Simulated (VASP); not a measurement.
# Sb (R-3m) in VASP: notebook

Runs on Sb. Level: PBEsol. Tasks: single point.

Everything below comes from runs of VASP 6.6.1. Logs are shortened: lines on timing, memory, paths and dates and some standing lists are left out, and cuts for length are marked.

### 1 The cell of the first run

Symmetry: R-3m, No. 166, trigonal system. The conventional cell has a = 4.366 Å, b = 4.366 Å, c = 11.064 Å, α = 90.00°, β = 90.00°, γ = 120.00°. Within 3.9 Å of Sb (site symmetry 3m) lie 6 Sb at 2.92 to 3.35 Å.

### 2 Single point, PBEsol (strain +0.015 along x and y, -0.015 along z)

File INCAR:

```
SYSTEM = Sb
PREC = Accurate
ENCUT = 520
EDIFF = 1E-7
ISMEAR = 0
SIGMA = 0.15
LREAL = .False.
LASPH = .True.
NELM = 60
ALGO = Normal
ISIF = 2
LWAVE = .False.
LCHARG = .False.
GGA = PS
NBANDS = 12
```

File KPOINTS:

```
regular mesh
0
Gamma
  12 12 12
  0 0 0
```

File POSCAR:

```
Sb
1.0
    2.1828593370      1.2602744258      3.6878400000
   -2.1828593370      1.2602744258      3.6878400000
    0.0000000000     -2.5205488516      3.6878400000
Sb
2
Direct
    0.2336400000      0.2336400000      0.2336400000
    0.7663600000      0.7663600000      0.7663600000
```

Potentials or basis: VASP PAW PBE potentials, release 64 (Sb).

The run is started by

```console
cat potpaw_PBE.64/Sb/POTCAR > POTCAR
mpirun -np 1 vasp_std > vasp.out
```

OUTCAR:

```text
SYSTEM = Sb
   PREC = Accurate
   ENCUT = 520
   EDIFF = 1E-7
   ISMEAR = 0
   LREAL = .False.
   LASPH = .True.
   NELM = 60
   ISIF = 2
   GGA = PS

 ion  position               nearest neighbor table
   1  0.234  0.234  0.234-   2 2.92   2 2.92   2 2.92   2 3.35   2 3.35   2 3.35
   2  0.766  0.766  0.766-   1 2.92   1 2.92   1 2.92   1 3.35   1 3.35   1 3.35

  LATTYP: Found a trigonal (rhomboedric) cell.
 ALAT       =     4.4669150853
 COS(alpha) =     0.5223980364

  Lattice vectors:

 A1 = (   2.1828593370,   1.2602744258,   3.6878400000)
 A2 = (  -2.1828593370,   1.2602744258,   3.6878400000)
 A3 = (   0.0000000000,  -2.5205488516,   3.6878400000)

Analysis of symmetry for initial positions (statically):
=====================================================================
 Subroutine PRICEL returns:
 Original cell was already a primitive cell.

 Routine SETGRP: Setting up the symmetry group for a
 trigonal (rhombohedral) supercell.

 Subroutine GETGRP returns: Found 12 space group operations
 (whereof 12 operations were pure point group operations)
 out of a pool of 12 trial point group operations.

The static configuration has the point symmetry D_3d.

Analysis of symmetry for dynamics (positions and initial velocities):
=====================================================================
 Subroutine PRICEL returns:
 Original cell was already a primitive cell.

 Routine SETGRP: Setting up the symmetry group for a
 trigonal (rhombohedral) supercell.

 Subroutine GETGRP returns: Found 12 space group operations
 (whereof 12 operations were pure point group operations)
 out of a pool of 12 trial point group operations.

The dynamic configuration has the point symmetry D_3d.

 Subroutine INISYM returns: Found 12 space group operations
 (whereof 12 operations are pure point group operations),
 and found     1 'primitive' translations

----------------------------------------------------------------------------------------

                                     Primitive cell

  volume of cell :      60.8715

  direct lattice vectors                    reciprocal lattice vectors
     2.182859337  1.260274426  3.687840000     0.229057361  0.132246329  0.090387146
    -2.182859337  1.260274426  3.687840000    -0.229057361  0.132246329  0.090387146
     0.000000000 -2.520548852  3.687840000     0.000000000 -0.264492659  0.090387146

  length of vectors
     4.466915085  4.466915085  4.466915085     0.279510648  0.279510648  0.279510648

  position of ions in fractional coordinates (direct lattice)
     0.233640000  0.233640000  0.233640000
     0.766360000  0.766360000  0.766360000

  ion indices of the primitive-cell ions
   primitive index   ion index
                 1           1
                 2           2

----------------------------------------------------------------------------------------

 KPOINTS: regular mesh

Automatic generation of k-mesh.
 Grid dimensions read from file:
 generate k-points for:   12   12   12

 Generating k-lattice:

  Cartesian coordinates                     Fractional coordinates (reciprocal lattice)
     0.019088113  0.011020527  0.007532262     0.083333333  0.000000000  0.000000000
    -0.019088113  0.011020527  0.007532262     0.000000000  0.083333333  0.000000000
     0.000000000 -0.022041055  0.007532262     0.000000000  0.000000000  0.083333333

  Length of vectors
     0.023292554  0.023292554  0.023292554

  Shift w.r.t. Gamma in fractional coordinates (k-lattice)
     0.000000000  0.000000000  0.000000000

 Subroutine IBZKPT returns following result:
 ===========================================

 Found    189 irreducible k-points:

 Following reciprocal coordinates:
            Coordinates               Weight
  0.000000  0.000000  0.000000      1.000000
  0.083333  0.000000 -0.000000      6.000000
  0.166667  0.000000  0.000000      6.000000
  0.250000 -0.000000  0.000000      6.000000
  0.333333 -0.000000  0.000000      6.000000
  0.416667 -0.000000  0.000000      6.000000
[... 16 lines left out ...]
  0.500000  0.166667  0.000000     12.000000
 -0.416667  0.166667  0.000000     12.000000
 [... further k-points ...]
   k-points           NKPTS =    189   k-points in BZ     NKDIM =    189   number of bands    NBANDS=     12
   number of dos      NEDOS =    301   number of ions     NIONS =      2
   total plane-waves  NPLWV =  46656
   dimension x,y,z NGX =    36 NGY =   36 NGZ =   36
   dimension x,y,z NGXF=    72 NGYF=   72 NGZF=   72
   ions per type =               2
   NGX,Y,Z   is equivalent  to a cutoff of  13.40, 13.40, 13.40 a.u.
   NGXF,Y,Z  is equivalent  to a cutoff of  26.80, 26.80, 26.80 a.u.
 SYSTEM =  Sb
   PREC   = accura    normal or accurate (medium, high low for compatibility)
   ISTART =      0    job   : 0-new  1-cont  2-samecut
   ICHARG =      2    charge: 1-file 2-atom 10-const
   ISPIN  =      1    spin polarized calculation?
   LNONCOLLINEAR =      F non collinear calculations
   LSORBIT =      F    spin-orbit coupling
   LASPH  =      T    aspherical Exc in radial PAW
   ENCUT  =  520.0 eV  38.22 Ry    6.18 a.u.   8.31  8.31  8.31*2*pi/ulx,y,z
   NELM   =     60;   NELMIN=  2; NELMDL= -5     # of ELM steps
   EDIFF  = 0.1E-06   stopping-criterion for ELM
   LREAL  =      F    real-space projection
   EDIFFG = 0.1E-05   stopping-criterion for IOM
   NSW    =      0    number of steps for IOM
   IBRION =     -1    ionic relax: 0-MD 1-quasi-New 2-CG
   NFREE  =      0    steps in history (QN), initial steepest desc. (CG)
   ISIF   =      2    stress and relaxation
   ISYM   =      2    0-nonsym 1-usesym 2-fastsym
   POTIM  = 0.5000    time-step for ionic-motion
   TEBEG  =    0.0;   TEEND  =   0.0 temperature during run
   PSTRESS=    0.0 pullay stress
   NELECT =      10.0000    total number of electrons
   NUPDOWN=      -1.0000    fix difference up-down
   EMIN   =  10.00;   EMAX   =-10.00  energy-range for DOS
   EFERMI =   0.00;   METHOD = LEGACY
   ISMEAR =     0;   SIGMA  =   0.15  broadening in eV -4-tet -1-fermi 0-gaus
   EFERMI_NEDOS =   21; number of points for ismear=-14 and -15
   IALGO  =     38    algorithm
   IMIX   =      4    mixing-type and parameters
     AMIX     =   0.40;   BMIX     =  1.00
     AMIX_MAG =   1.60;   BMIX_MAG =  1.00
  volume/ion in A,a.u.               =      30.44       205.39
  Fermi-wavevector in a.u.,A,eV,Ry     =   0.896610  1.694347 10.937845  0.803909
  Thomas-Fermi vector in A             =   2.019090
   LORBIT       =      0    0 simple, 1 ext, 2 COOP (PROOUT), +10 PAW based schemes
   GGA     = PS    functional components
   LHFCALC =     F    Hartree Fock is set to
   AEXX    =    0.0000 exact exchange contribution
   IVDW    =     0    specifies the selected vdW correction
   LEPSILON=     F    determine dielectric tensor
   LRPA    =     F    only Hartree local field effects (RPA)
 non-spin polarized calculation
 Gauss-broadening in eV      SIGMA  =   0.15
  energy-cutoff  :      520.00
  volume of cell :       60.87
 maximum number of plane-waves:      1657
 NGX is ok and might be reduce to    36
   NGX = 17   NGY = 17   NGZ = 17

 number of electron      10.0000000 magnetization

 Free energy of the ion-electron system (eV)
  ---------------------------------------------------
  ext. energy  EPLUGINS =         0.00000000
  ---------------------------------------------------
  free energy    TOTEN  =        -9.11043718 eV

  energy without entropy =       -9.10880001  energy(sigma->0) =       -9.10961860

 E-fermi :   6.9257     XC(G=0):  -9.6355

 val. band max:        6.9160664140   @ k =  -0.4167   0.5000   0.4167
 cond. band min:       6.9860749574   @ k =   0.3333   0.1667   0.1667
 fundamental gap:      0.0700085434
 Fermi energy:         6.9256559378

 k-point     1 :       0.0000    0.0000    0.0000
  band No.  band energies     occupation
      1      -5.6267      2.00000
      2       2.2118      2.00000
      3       5.1464      2.00000
      4       5.1464      2.00000
      5       5.2232      2.00000
      6       9.1138      0.00000
      7       9.7387      0.00000
      8       9.7387      0.00000
      9      11.9734      0.00000
     10      11.9734      0.00000
     11      12.3122      0.00000
     12      13.5045      0.00000

 k-point     2 :       0.0833    0.0000   -0.0000
  band No.  band energies     occupation
      1      -5.5515      2.00000
      2       1.8495      2.00000
      3       5.1346      2.00000
      4       5.1977      2.00000
      5       5.3623      2.00000
      6       9.0500      0.00000
      7       9.5368      0.00000
      8       9.5515      0.00000
      9      11.6778      0.00000
     10      11.9735      0.00000
     11      12.1426      0.00000
     12      14.0506      0.00000

 k-point     3 :       0.1667    0.0000    0.0000
  band No.  band energies     occupation
      1      -5.3268      2.00000
      2       1.0119      2.00000
      3       5.1088      2.00000
      4       5.2035      2.00000
      5       5.7107      2.00000
      6       8.7520      0.00000
      7       9.0621      0.00000
      8       9.0627      0.00000
      9      11.4877      0.00000
     10      12.1913      0.00000
     11      12.2370      0.00000
     12      15.1840      0.00000
[... 286 lines left out ...]
 k-point    23 :       0.5000    0.1667    0.0000
  band No.  band energies     occupation
      1      -3.4242      2.00000
      2      -2.1073      2.00000
      3       3.5044      2.00000
      4       4.6080      2.00000
      5       5.1402      2.00000
      6       8.4856      0.00000
      7       8.7381      0.00000
      8       9.7891      0.00000
      9      12.3552      0.00000
     10      15.0943      0.00000
     11      15.8423      0.00000
     12      16.2560      0.00000

 k-point    24 :      -0.4167    0.1667    0.0000
  band No.  band energies     occupation
      1      -3.1559      2.00000
      2      -2.4369      2.00000
      3       3.3170      2.00000
      4       4.9313      2.00000
      5       5.3611      2.00000
      6       8.0256      0.00000
      7       8.3640      0.00000
      8      10.0954      0.00000
      9      13.4857      0.00000
     10      13.9771      0.00000
     11      14.5928      0.00000
     12      17.3088      0.00000

 [... further k-points ...]

------------------------ aborting loop because EDIFF is reached ----------------------------------------

  FORCE on cell =-STRESS in cart. coord.  units (eV):
  Direction    XX          YY          ZZ          XY          YZ          ZX
  --------------------------------------------------------------------------------------
  -------------------------------------------------------------------------------------
  Total       -0.3012576     -0.3012576      0.0147365      0.0000000      0.0000000      0.0000000
  in kB       -7.9292926     -7.9292926      0.3878749      0.0000000      0.0000000      0.0000000
  external PRESSURE =      -5.1569035 kB  Pullay stress =       0.0000000 kB

 VOLUME and BASIS-vectors are now :
 -----------------------------------------------------------------------------
  energy-cutoff  :      520.00
  volume of cell :       60.87
      direct lattice vectors                 reciprocal lattice vectors
     2.182859337  1.260274426  3.687840000     0.229057361  0.132246329  0.090387146
    -2.182859337  1.260274426  3.687840000    -0.229057361  0.132246329  0.090387146
     0.000000000 -2.520548852  3.687840000     0.000000000 -0.264492659  0.090387146

 POSITION                                       TOTAL-FORCE (eV/Angst)
 -----------------------------------------------------------------------------------
      0.00000      0.00000      2.58488         0.000000      0.000000      0.185590
      0.00000      0.00000      8.47864         0.000000     -0.000000     -0.185590
 -----------------------------------------------------------------------------------
    total drift:                                0.000000     -0.000000      0.000000

  FREE ENERGIE OF THE ION-ELECTRON SYSTEM (eV)
  ---------------------------------------------------
  free  energy   TOTEN  =        -9.1104371845 eV

  energy  without entropy=       -9.1088000127  energy(sigma->0) =       -9.10961860
```

Wall time 2.4 min (1 thread of Intel Xeon 8259CL, shared host); peak memory 0.28 GiB.

What came out:

- Free energy: -9.1104 eV
- Pressure: -0.5 GPa
- Largest force: 0.186 eV/Å
- Band gap on the k mesh: zero (band 5 reaches 6.99 eV, above the bottom of band 6 at 6.76 eV)

Forces in eV/Å, atoms in the order of the input:
```
Sb   0.000  0.000  0.186
Sb   0.000  0.000 -0.186
```

Stress tensor (GPa, compression positive):
```
-0.79  0.00  0.00
 0.00 -0.79  0.00
 0.00  0.00  0.04
```

Levels at points of the mesh, in eV from the Fermi level:
| k point | band 3 | band 4 | band 5 | band 6 | band 7 | band 8 |
| --- | --- | --- | --- | --- | --- | --- |
| (0.00, 0.00, 0.00) | -1.78 | -1.78 | -1.70 | 2.19 | 2.81 | 2.81 |
| (0.50, 0.00, 0.00) | -1.81 | -1.50 | -0.17 | -0.16 | 0.45 | 0.56 |
| (0.50, 0.50, 0.00) | -5.31 | -3.63 | -3.52 | 1.59 | 5.08 | 5.55 |
| (0.50, 0.50, 0.50) | -1.30 | -1.30 | -0.64 | 0.09 | 0.09 | 1.04 |

Caveat: the cell differs from its parent crystal (strain +0.015 along x and y, -0.015 along z); the PAW data sets were made with another functional, which shifts forces and pressure a little; spin-orbit coupling is left out, which moves the levels of the heavy elements.

(Continued in part 2 of 2.)
